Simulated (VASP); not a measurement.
# B (P4/mmm) in VASP: notebook, part 2 of 2

VASP 6.6.1. The steps go on from the part before.

## (5) Single point, HSE06

This run uses another cell than the first one, of 8.73 Å³/atom, 1.010 times its volume.

POSCAR reads:

```
B
1.0
    2.3461100000      0.0000000000      0.0000000000
    0.0000000000      2.3461100000      0.0000000000
    0.0000000000      0.0000000000      1.5857900000
B
1
Direct
    0.5000000000      0.5000000000      0.5000000000
```

INCAR.step1 reads:

```
SYSTEM = B
ALGO = Normal
EDIFF = 1E-5
ENCUT = 520
GGA = PE
ISIF = 2
ISMEAR = -1
LASPH = .TRUE.
LCHARG = .FALSE.
LREAL = .FALSE.
LWAVE = .TRUE.
NBANDS = 8
NELM = 100
PREC = Accurate
SIGMA = 0.05
```

INCAR.step2 reads:

```
SYSTEM = B
ALGO = Normal
EDIFF = 1E-6
ENCUT = 520
GGA = PE
HFSCREEN = 0.2079
ISIF = 2
ISMEAR = -1
ISTART = 1
LASPH = .TRUE.
LCHARG = .FALSE.
LHFCALC = .TRUE.
LREAL = .FALSE.
LWAVE = .FALSE.
NBANDS = 8
NELM = 100
PREC = Accurate
PRECFOCK = Normal
SIGMA = 0.05
```

KPOINTS reads:

```
k-points
0
G
  6 6 8
  0 0 0
```

Potentials or basis: VASP PAW PBE potentials, release 64 (B).

Launch:

```bash
$ cat potpaw_PBE.64/B/POTCAR > POTCAR
$ cp INCAR.step1 INCAR
$ mpirun -np 1 vasp_std > vasp.out
$ cp INCAR.step2 INCAR
$ mpirun -np 1 vasp_std > vasp.out
```

OUTCAR:

```text
SYSTEM = B
   EDIFF = 1E-6
   ENCUT = 520
   GGA = PE
   HFSCREEN = 0.2079
   ISIF = 2
   ISMEAR = -1
   ISTART = 1
   LASPH = .TRUE.
   LHFCALC = .TRUE.
   LREAL = .FALSE.
   NELM = 100
   PREC = Accurate
   PRECFOCK = Normal

 ion  position               nearest neighbor table
   1  0.500  0.500  0.500-

  LATTYP: Found a simple tetragonal cell.
 ALAT       =     2.3461100000
 C/A-ratio  =     0.6759231238

  Lattice vectors:

 A1 = (   2.3461100000,   0.0000000000,   0.0000000000)
 A2 = (   0.0000000000,   2.3461100000,   0.0000000000)
 A3 = (   0.0000000000,   0.0000000000,   1.5857900000)

Analysis of symmetry for initial positions (statically):
=====================================================================
 Subroutine PRICEL returns:
 Original cell was already a primitive cell.

 Routine SETGRP: Setting up the symmetry group for a
 simple tetragonal supercell.

 Subroutine GETGRP returns: Found 16 space group operations
 (whereof 16 operations were pure point group operations)
 out of a pool of 16 trial point group operations.

The static configuration has the point symmetry D_4h.

Analysis of symmetry for dynamics (positions and initial velocities):
=====================================================================
 Subroutine PRICEL returns:
 Original cell was already a primitive cell.

 Routine SETGRP: Setting up the symmetry group for a
 simple tetragonal supercell.

 Subroutine GETGRP returns: Found 16 space group operations
 (whereof 16 operations were pure point group operations)
 out of a pool of 16 trial point group operations.

The dynamic configuration has the point symmetry D_4h.

 Subroutine INISYM returns: Found 16 space group operations
 (whereof 16 operations are pure point group operations),
 and found     1 'primitive' translations

[... 113 lines left out ...]
  volume/ion in A,a.u.               =       8.73        58.90
  Fermi-wavevector in a.u.,A,eV,Ry     =   1.146747  2.167038 17.892065  1.315030
  Thomas-Fermi vector in A             =   2.283430
   LORBIT       =      0    0 simple, 1 ext, 2 COOP (PROOUT), +10 PAW based schemes
   GGA     = PE    functional components
   LHFCALC =     T    Hartree Fock is set to
   PRECFOCK=normal    Normal, Fast or Accurate (Low or Medium for compatibility)
   ENCUT4O =  -1.0   cutoff for four orbital integrals eV
   NKREDX  =     1    reduce k-point grid by
   NKREDY  =     1    reduce k-point grid by
   NKREDZ  =     1    reduce k-point grid by
   AEXX    =    0.2500 exact exchange contribution
   HFSCREEN=    0.2079 screening length (either q_TF or 0.3 A-1)
   HFSCREENC=   0.2079 screening length for correlation (either q_TF or 0.3 A-1)
   ENCUTFOCK=  -1.0 apply spherical cutoff to Coloumb kernel
   IVDW    =     0    specifies the selected vdW correction
   LEPSILON=     F    determine dielectric tensor
   LRPA    =     F    only Hartree local field effects (RPA)
 non-spin polarized calculation
  energy-cutoff  :      520.00
  volume of cell :        8.73
 maximum number of plane-waves:       254
 NGX is ok and might be reduce to    18
  NGX = 14; NGY = 14; NGZ = 10

 number of electron       3.0000000 magnetization

 Free energy of the ion-electron system (eV)
  ---------------------------------------------------
  ext. energy  EPLUGINS =         0.00000000
  ---------------------------------------------------
  free energy    TOTEN  =        -6.25915604 eV

  energy without entropy =       -6.25552510  energy(sigma->0) =       -6.25734057

 E-fermi :   4.6753     XC(G=0):  -9.0944

 val. band max:        4.6255042730   @ k =   0.3333   0.3333   0.1250
 cond. band min:       5.1318942759   @ k =   0.5000   0.3333   0.1250
 fundamental gap:      0.5063900029
 Fermi energy:         4.6752743683

 k-point     1 :       0.0000    0.0000    0.0000
  band No.  band energies     occupation
      1     -10.9526      2.00000
      2      10.3847      0.00000
      3      10.3847      0.00000
      4      20.0978      0.00000
      5      21.2287      0.00000
      6      33.2901      0.00000
      7      42.1769      0.00000
      8      42.1769      0.00000
[... 243 lines left out ...]
 k-point    24 :       0.5000    0.0000    0.2500
  band No.  band energies     occupation
      1      -3.4263      2.00000
      2       0.7199      2.00000
      3      15.7389      0.00000
      4      19.7228      0.00000
      5      28.3153      0.00000
      6      32.2713      0.00000
      7      32.9282      0.00000
      8      34.3058      0.00000

 [... further k-points ...]
[... 5 lines left out ...]
  --------------------------------------------------------------------------------------
  -------------------------------------------------------------------------------------
  Total        0.0750987      0.0750987     -0.3508861      0.0000000      0.0000000      0.0000000
  in kB       13.7848102     13.7848102    -64.4071778      0.0000000      0.0000000      0.0000000
  external PRESSURE =     -12.2791858 kB  Pullay stress =       0.0000000 kB

 VOLUME and BASIS-vectors are now :
 -----------------------------------------------------------------------------
  energy-cutoff  :      520.00
  volume of cell :        8.73
      direct lattice vectors                 reciprocal lattice vectors
     2.346110000  0.000000000  0.000000000     0.426237474  0.000000000  0.000000000
     0.000000000  2.346110000  0.000000000     0.000000000  0.426237474  0.000000000
     0.000000000  0.000000000  1.585790000     0.000000000  0.000000000  0.630600521

 POSITION                                       TOTAL-FORCE (eV/Angst)
 -----------------------------------------------------------------------------------
      1.17305      1.17305      0.79290         0.000000      0.000000      0.000000
 -----------------------------------------------------------------------------------
    total drift:                               -0.000000     -0.000000      0.000000

  FREE ENERGIE OF THE ION-ELECTRON SYSTEM (eV)
  ---------------------------------------------------
  free  energy   TOTEN  =        -6.2591560423 eV

  energy  without entropy=       -6.2555251045  energy(sigma->0) =       -6.25734057
```

OUTCAR.step1:

```text
SYSTEM = B
   EDIFF = 1E-5
   ENCUT = 520
   GGA = PE
   ISIF = 2
   ISMEAR = -1
   LASPH = .TRUE.
[... 480 lines left out ...]

 POSITION                                       TOTAL-FORCE (eV/Angst)
 -----------------------------------------------------------------------------------
      1.17305      1.17305      0.79290         0.000000      0.000000      0.000000
 -----------------------------------------------------------------------------------
    total drift:                                0.000000      0.000000     -0.000000

  FREE ENERGIE OF THE ION-ELECTRON SYSTEM (eV)
  ---------------------------------------------------
  free  energy   TOTEN  =        -5.6528162911 eV

  energy  without entropy=       -5.6495770569  energy(sigma->0) =       -5.65119667
```

Run time: 3.9 min. Hardware: 1 thread of AMD EPYC 7R13, shared host; peak memory 0.18 GiB.

What came out:

- Free energy: -6.2592 eV
- Pressure: -1.2 GPa

Caveat: the k points lie up to 0.50 Å⁻¹ apart; the PAW data sets were made with another functional, which shifts forces and pressure a little.

## (6) Single point, B3LYP

This run uses another cell than the first one, of 9.79 Å³/atom, 1.132 times its volume.

POSCAR reads:

```
B
1.0
    2.4971674808      0.0000000000      0.0000000000
    0.0000000000      2.4971674808      0.0000000000
    0.0000000000      0.0000000000      1.5698465928
B
1
Direct
    0.5000000000      0.5000000000      0.5000000000
```

INCAR.step1: that of step 5 with these lines changed.

```diff
@@ -8,3 +8,2 @@
 LASPH = .TRUE.
-LCHARG = .FALSE.
 LREAL = .FALSE.
```

INCAR.step2 reads:

```
SYSTEM = B
AEXX = 0.2
AGGAC = 0.81
AGGAX = 0.72
ALDAC = 0.19
ALGO = Normal
EDIFF = 1E-6
ENCUT = 520
GGA = B3
ISIF = 2
ISMEAR = -1
ISTART = 1
LASPH = .TRUE.
LCHARG = .TRUE.
LELF = .TRUE.
LHFCALC = .TRUE.
LREAL = .FALSE.
LVHAR = .TRUE.
LWAVE = .FALSE.
NBANDS = 8
NELM = 100
PREC = Accurate
PRECFOCK = Normal
SIGMA = 0.05
```

KPOINTS is that of step 5.

Potentials or basis: VASP PAW PBE potentials, release 64 (B).

Launch:

```bash
$ cat potpaw_PBE.64/B/POTCAR > POTCAR
$ cp INCAR.step1 INCAR
$ mpirun -np 1 vasp_std > vasp.out
$ cp INCAR.step2 INCAR
$ mpirun -np 1 vasp_std > vasp.out
```

Wall time 3.4 min (1 thread of AMD EPYC 7R13, shared host); peak memory 0.09 GiB.

It converged, with:

```yaml
Free_energy: -6.0571 eV
Pressure: -0.3 GPa
```

Stress tensor (GPa, compression positive):
```
 0.00  0.00  0.00
 0.00  0.00  0.00
 0.00  0.00 -0.90
```

Levels at points of the mesh, in eV from the Fermi level:
```
           k point  band 1  band 2  band 3  band 4
(0.00, 0.00, 0.00)  -14.73    4.15    4.15   14.15
(0.50, 0.00, 0.00)  -10.78   -7.45    5.66   18.49
(0.50, 0.50, 0.00)   -6.85   -4.67   -4.67    6.13
(0.00, 0.00, 0.50)   -6.54    3.83   14.39   14.39
(0.50, 0.00, 0.50)   -5.06    6.76    8.48   12.77
(0.50, 0.50, 0.50)   -3.83    8.71    8.71   13.76
```

Caveat: the k points lie up to 0.50 Å⁻¹ apart; the PAW data sets were made with another functional, which shifts forces and pressure a little.

## (7) Overview

| level | cell | share of exact exchange | screening parameter | gap on the mesh (eV) | pressure (GPa) |
| --- | --- | --- | --- | --- | --- |
| PBE0 | a = 2.339, b = 2.339, c = 1.580 Å, 1 atom | - | - | none | -0.2 |
| PBEsol-based global hybrid | a = 2.346, b = 2.346, c = 1.586 Å, 1 atom | 0.25 | - | none | -3.4 |
| B3LYP | a = 2.346, b = 2.346, c = 1.586 Å, 1 atom | - | - | none | 0.8 |
| HSE06 | a = 2.346, b = 2.346, c = 1.586 Å, 1 atom | - | 0.2079 1/Å | none | -1.2 |
| B3LYP | a = 2.497, b = 2.497, c = 1.570 Å, 1 atom | - | - | none | -0.3 |

Alike in all rows: task single point; potentials or basis VASP PAW PBE potentials, release 64 (B); no spin polarisation; k mesh 6 × 6 × 8; cutoff (eV) 520; smearing fermi-dirac 0.05 eV.

Caveats: all runs use coarse meshes; the PAW data sets were made with another functional, which shifts forces and pressure a little.

Total energies depend on the potentials used, so only differences within one code and one set of settings carry meaning.
